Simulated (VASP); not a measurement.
# TaH in VASP: notebook

TaH is run at these levels: PBE; tasks: single point.

Everything below comes from runs of VASP 6.6.1. Logs are shortened: lines on timing, memory, paths and dates and some standing lists are left out, and cuts for length are marked.

### 1 The cell of the first run

It takes space group Fm-3m (No. 225, cubic). The conventional cell has a = 4.317 Å, b = 4.317 Å, c = 4.317 Å, α = 90.00°, β = 90.00°, γ = 90.00°. Ta (site symmetry m-3m) has 6 H at 2.16 Å within 2.9 Å. H (site symmetry m-3m) has 6 Ta at 2.16 Å within 2.9 Å.

### 2 Single point, PBE

File INCAR:

```
  ALGO = Normal
  EDIFF = 1E-6
  ENCUT = 500
  GGA = PE
  GGA_COMPAT = F
  ISIF = 2
  ISMEAR = 0
  LASPH = T
  LCHARG = F
  LREAL = F
  LWAVE = F
  NBANDS = 13
  NELM = 120
  PREC = Accurate
  SIGMA = 0.2
```

File KPOINTS:

```
k-points
0
Gamma
  7 7 7
```

File POSCAR:

```
TaH
1.0
    0.0000000000      2.1583435675      2.1583435675
    2.1583435675      0.0000000000      2.1583435675
    2.1583435675      2.1583435675      0.0000000000
Ta H
1 1
Direct
    0.0000000000      0.0000000000      0.0000000000
    0.5000000000      0.5000000000      0.5000000000
```

Potentials or basis: VASP PAW PBE potentials, release 64 (Ta_pv, H).

The run is started by

```
$ cat potpaw_PBE.64/Ta_pv/POTCAR potpaw_PBE.64/H/POTCAR > POTCAR
$ mpirun -np 1 vasp_std > vasp.out
```

OUTCAR:

```text
EDIFF = 1E-6
   ENCUT = 500
   GGA = PE
   ISIF = 2
   ISMEAR = 0
   LASPH = T
   LREAL = F
   NELM = 120
   PREC = Accurate

 ion  position               nearest neighbor table
   1  0.000  0.000  0.000-   2 2.16   2 2.16   2 2.16   2 2.16   2 2.16   2 2.16
   2  0.500  0.500  0.500-   1 2.16   1 2.16   1 2.16   1 2.16   1 2.16   1 2.16

  LATTYP: Found a face centered cubic cell.
 ALAT       =     4.3166871350

  Lattice vectors:

 A1 = (   0.0000000000,   2.1583435675,   2.1583435675)
 A2 = (   2.1583435675,   0.0000000000,   2.1583435675)
 A3 = (   2.1583435675,   2.1583435675,   0.0000000000)

Analysis of symmetry for initial positions (statically):
=====================================================================
 Subroutine PRICEL returns:
 Original cell was already a primitive cell.

 Routine SETGRP: Setting up the symmetry group for a
 face centered cubic supercell.

 Subroutine GETGRP returns: Found 48 space group operations
 (whereof 48 operations were pure point group operations)
 out of a pool of 48 trial point group operations.

The static configuration has the point symmetry O_h .

Analysis of symmetry for dynamics (positions and initial velocities):
=====================================================================
 Subroutine PRICEL returns:
 Original cell was already a primitive cell.

 Routine SETGRP: Setting up the symmetry group for a
 face centered cubic supercell.

 Subroutine GETGRP returns: Found 48 space group operations
 (whereof 48 operations were pure point group operations)
 out of a pool of 48 trial point group operations.

The dynamic configuration has the point symmetry O_h .

 Subroutine INISYM returns: Found 48 space group operations
 (whereof 48 operations are pure point group operations),
 and found     1 'primitive' translations

----------------------------------------------------------------------------------------

                                     Primitive cell

  volume of cell :      20.1091

  direct lattice vectors                    reciprocal lattice vectors
     0.000000000  2.158343567  2.158343567    -0.231659133  0.231659133  0.231659133
     2.158343567  0.000000000  2.158343567     0.231659133 -0.231659133  0.231659133
     2.158343567  2.158343567  0.000000000     0.231659133  0.231659133 -0.231659133

  length of vectors
     3.052358745  3.052358745  3.052358745     0.401245389  0.401245389  0.401245389

  position of ions in fractional coordinates (direct lattice)
     0.000000000  0.000000000  0.000000000
     0.500000000  0.500000000  0.500000000

  ion indices of the primitive-cell ions
   primitive index   ion index
                 1           1
                 2           2

----------------------------------------------------------------------------------------

 KPOINTS: k-points

Automatic generation of k-mesh.
 Grid dimensions read from file:
 generate k-points for:    7    7    7

 Generating k-lattice:

  Cartesian coordinates                     Fractional coordinates (reciprocal lattice)
    -0.033094162  0.033094162  0.033094162     0.142857143  0.000000000  0.000000000
     0.033094162 -0.033094162  0.033094162     0.000000000  0.142857143  0.000000000
     0.033094162  0.033094162 -0.033094162     0.000000000  0.000000000  0.142857143

  Length of vectors
     0.057320770  0.057320770  0.057320770

  Shift w.r.t. Gamma in fractional coordinates (k-lattice)
     0.000000000  0.000000000  0.000000000

 Subroutine IBZKPT returns following result:
 ===========================================

 Found     20 irreducible k-points:

 Following reciprocal coordinates:
            Coordinates               Weight
  0.000000  0.000000  0.000000      1.000000
  0.142857  0.000000  0.000000      8.000000
  0.285714  0.000000  0.000000      8.000000
  0.428571  0.000000  0.000000      8.000000
  0.142857  0.142857  0.000000      6.000000
  0.285714  0.142857  0.000000     24.000000
[... 12 lines left out ...]
 -0.428571  0.428571  0.142857     24.000000
 -0.285714  0.428571  0.142857     24.000000
   k-points           NKPTS =     20   k-points in BZ     NKDIM =     20   number of bands    NBANDS=     13
   number of dos      NEDOS =    301   number of ions     NIONS =      2
   total plane-waves  NPLWV =  13824
   dimension x,y,z NGX =    24 NGY =   24 NGZ =   24
   dimension x,y,z NGXF=    48 NGYF=   48 NGZF=   48
   ions per type =               1   1
   NGX,Y,Z   is equivalent  to a cutoff of  13.07, 13.07, 13.07 a.u.
   NGXF,Y,Z  is equivalent  to a cutoff of  26.14, 26.14, 26.14 a.u.
 SYSTEM =  unknown system
   PREC   = accura    normal or accurate (medium, high low for compatibility)
   ISTART =      0    job   : 0-new  1-cont  2-samecut
   ICHARG =      2    charge: 1-file 2-atom 10-const
   ISPIN  =      1    spin polarized calculation?
   LNONCOLLINEAR =      F non collinear calculations
   LSORBIT =      F    spin-orbit coupling
   LASPH  =      T    aspherical Exc in radial PAW
   ENCUT  =  500.0 eV  36.75 Ry    6.06 a.u.   5.57  5.57  5.57*2*pi/ulx,y,z
   NELM   =    120;   NELMIN=  2; NELMDL= -5     # of ELM steps
   EDIFF  = 0.1E-05   stopping-criterion for ELM
   LREAL  =      F    real-space projection
   EDIFFG = 0.1E-04   stopping-criterion for IOM
   NSW    =      0    number of steps for IOM
   IBRION =     -1    ionic relax: 0-MD 1-quasi-New 2-CG
   NFREE  =      0    steps in history (QN), initial steepest desc. (CG)
   ISIF   =      2    stress and relaxation
   ISYM   =      2    0-nonsym 1-usesym 2-fastsym
   POTIM  = 0.5000    time-step for ionic-motion
   TEBEG  =    0.0;   TEEND  =   0.0 temperature during run
   PSTRESS=    0.0 pullay stress
   NELECT =      12.0000    total number of electrons
   NUPDOWN=      -1.0000    fix difference up-down
   EMIN   =  10.00;   EMAX   =-10.00  energy-range for DOS
   EFERMI =   0.00;   METHOD = LEGACY
   ISMEAR =     0;   SIGMA  =   0.20  broadening in eV -4-tet -1-fermi 0-gaus
   EFERMI_NEDOS =   21; number of points for ismear=-14 and -15
   IALGO  =     38    algorithm
   IMIX   =      4    mixing-type and parameters
     AMIX     =   0.40;   BMIX     =  1.00
     AMIX_MAG =   1.60;   BMIX_MAG =  1.00
  volume/ion in A,a.u.               =      10.05        67.85
  Fermi-wavevector in a.u.,A,eV,Ry     =   1.378282  2.604575 25.846451  1.899661
  Thomas-Fermi vector in A             =   2.503358
   LORBIT       =      0    0 simple, 1 ext, 2 COOP (PROOUT), +10 PAW based schemes
   GGA     = PE    functional components
   LHFCALC =     F    Hartree Fock is set to
   AEXX    =    0.0000 exact exchange contribution
   IVDW    =     0    specifies the selected vdW correction
   LEPSILON=     F    determine dielectric tensor
   LRPA    =     F    only Hartree local field effects (RPA)
 non-spin polarized calculation
 Gauss-broadening in eV      SIGMA  =   0.20
  energy-cutoff  :      500.00
  volume of cell :       20.11
 maximum number of plane-waves:       531
 NGX is ok and might be reduce to    24
   NGX = 11   NGY = 11   NGZ = 11

 number of electron      11.9999999 magnetization

 Free energy of the ion-electron system (eV)
  ---------------------------------------------------
  ext. energy  EPLUGINS =         0.00000000
  ---------------------------------------------------
  free energy    TOTEN  =       -15.31525144 eV

  energy without entropy =      -15.29614333  energy(sigma->0) =      -15.30569738

 E-fermi :   6.2141     XC(G=0): -12.6013

 val. band max:        6.2005600931   @ k =   0.2857   0.0000   0.0000
 cond. band min:       6.3934374769   @ k =  -0.2857   0.1429   0.0000
 fundamental gap:      0.1928773838
 Fermi energy:         6.2141436038

 k-point     1 :       0.0000    0.0000    0.0000
  band No.  band energies     occupation
      1     -27.8506      2.00000
      2     -27.8506      2.00000
      3     -27.8506      2.00000
      4      -4.9161      2.00000
      5       6.1686      1.25283
      6       6.1686      1.25282
      7       6.1686      1.25282
      8       8.7992      0.00000
      9       8.7992      0.00000
     10      14.2203      0.00000
     11      17.8749      0.00000
     12      20.0820      0.00000
     13      20.0820      0.00000

 k-point     2 :       0.1429    0.0000    0.0000
  band No.  band energies     occupation
      1     -28.0234      2.00000
      2     -27.8716      2.00000
      3     -27.8716      2.00000
      4      -4.2329      2.00000
      5       5.4911      2.00000
      6       6.4372      0.11476
      7       6.4372      0.11476
      8       8.4791      0.00000
      9       8.4791      0.00000
     10      12.6817      0.00000
     11      19.3422      0.00000
     12      20.1095      0.00000
     13      21.5778      0.00000

 k-point     3 :       0.2857    0.0000    0.0000
  band No.  band energies     occupation
      1     -28.3948      2.00000
      2     -27.9183      2.00000
      3     -27.9183      2.00000
      4      -2.4660      2.00000
      5       3.8983      2.00000
      6       6.2006      1.07653
      7       6.2006      1.07652
      8       9.1581      0.00000
      9       9.1581      0.00000
     10      11.5380      0.00000
     11      20.0977      0.00000
     12      20.5496      0.00000
     13      24.1729      0.00000
[... 241 lines left out ...]
 k-point    19 :      -0.4286    0.4286    0.1429
  band No.  band energies     occupation
      1     -28.5413      2.00000
      2     -28.2328      2.00000
      3     -28.1403      2.00000
      4      -1.6265      2.00000
      5       3.3469      2.00000
      6       5.4563      2.00000
      7       8.4231      0.00000
      8      11.0382      0.00000
      9      12.6734      0.00000
     10      13.9503      0.00000
     11      15.9669      0.00000
     12      16.1029      0.00000
     13      20.1087      0.00000

 k-point    20 :      -0.2857    0.4286    0.1429
  band No.  band energies     occupation
      1     -28.4346      2.00000
      2     -28.3911      2.00000
      3     -28.1261      2.00000
      4      -1.1377      2.00000
      5       3.7035      2.00000
      6       4.9223      2.00000
      7       7.3141      0.00000
      8      11.1559      0.00000
      9      12.3864      0.00000
     10      14.5601      0.00000
     11      15.1819      0.00000
     12      17.1089      0.00000
     13      20.1127      0.00000

------------------------ aborting loop because EDIFF is reached ----------------------------------------

  FORCE on cell =-STRESS in cart. coord.  units (eV):
  Direction    XX          YY          ZZ          XY          YZ          ZX
  --------------------------------------------------------------------------------------
  -------------------------------------------------------------------------------------
  Total        0.0020201      0.0020201      0.0020201     -0.0000000     -0.0000000      0.0000000
  in kB        0.1609499      0.1609499      0.1609499     -0.0000000     -0.0000000      0.0000000
  external PRESSURE =       0.1609499 kB  Pullay stress =       0.0000000 kB

 VOLUME and BASIS-vectors are now :
 -----------------------------------------------------------------------------
  energy-cutoff  :      500.00
  volume of cell :       20.11
      direct lattice vectors                 reciprocal lattice vectors
     0.000000000  2.158343567  2.158343567    -0.231659133  0.231659133  0.231659133
     2.158343567  0.000000000  2.158343567     0.231659133 -0.231659133  0.231659133
     2.158343567  2.158343567  0.000000000     0.231659133  0.231659133 -0.231659133

 POSITION                                       TOTAL-FORCE (eV/Angst)
 -----------------------------------------------------------------------------------
      0.00000      0.00000      0.00000         0.000000      0.000000      0.000000
      2.15834      2.15834      2.15834         0.000000      0.000000      0.000000
 -----------------------------------------------------------------------------------
    total drift:                                0.000000     -0.000000     -0.000000

  FREE ENERGIE OF THE ION-ELECTRON SYSTEM (eV)
  ---------------------------------------------------
  free  energy   TOTEN  =       -15.3152514391 eV

  energy  without entropy=      -15.2961433256  energy(sigma->0) =      -15.30569738
```

Wall time 9.6 s (1 thread of AMD EPYC 7R43 (Zen 3), shared host); peak memory 0.1 GiB.

What came out:

```yaml
Free_energy: -15.3153 eV
Pressure: 0.0 GPa
Band_gap_on_the_k_mesh: zero (band 6 reaches 6.95 eV, above the bottom of band 7 at 5.64 eV)
```

Caveat: the k points lie up to 0.36 Å⁻¹ apart; spin-orbit coupling is left out, which moves the levels of the heavy elements.

(Part 1 of 2 ends here.)
